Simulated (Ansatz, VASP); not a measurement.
**TaOs in VASP and in Ansatz**

```xyz
2
Lattice="2.8588 0.0000 0.0000 -1.4294 2.4758 0.0000 0.0000 0.0000 4.5719" Properties=species:S:1:pos:R:3 pbc="T T T"
Ta    0.0000    0.0000    0.0000
Os    0.0000    1.6505    2.2860
```

Alike in both runs: task single point; functional PBE; k mesh 6 × 6 × 4; occupations gaussian, width 0.1 eV; collinear spin.

|  | VASP | Ansatz |
| --- | --- | --- |
| version | VASP 6.6.1 | Ansatz 0.2.0 |
| potentials or method | VASP PAW PBE potentials, release 64 (Ta_pv, Os), cutoff 520 eV | scalar-relativistic, plane waves, PAW |
| valence electrons in the cell | 19 | 29 |

|  | VASP | Ansatz | Ansatz less VASP |
| --- | --- | --- | --- |
| gap on the k mesh at the Fermi level (eV) | none | none | - |
| pressure (GPa) | -1.5 | -1.6 | -0.08 |
| traceless stress, the component that is largest in VASP (GPa) | -0.64 | -0.59 | +0.048 |
| net moment per atom (μB) | 0.00 | 0.00 | 0.000 |

A gap of «none» marks a metal or a gap that the smearing closes. VASP's potentials hold 19 valence electrons a cell and Ansatz's 29, so a difference there can come from the potentials and not from the codes. Ansatz's warnings: seeded moment not kept.

The k mesh is coarse, so the values compare programs but aren't converged. Spin-orbit coupling is off throughout.
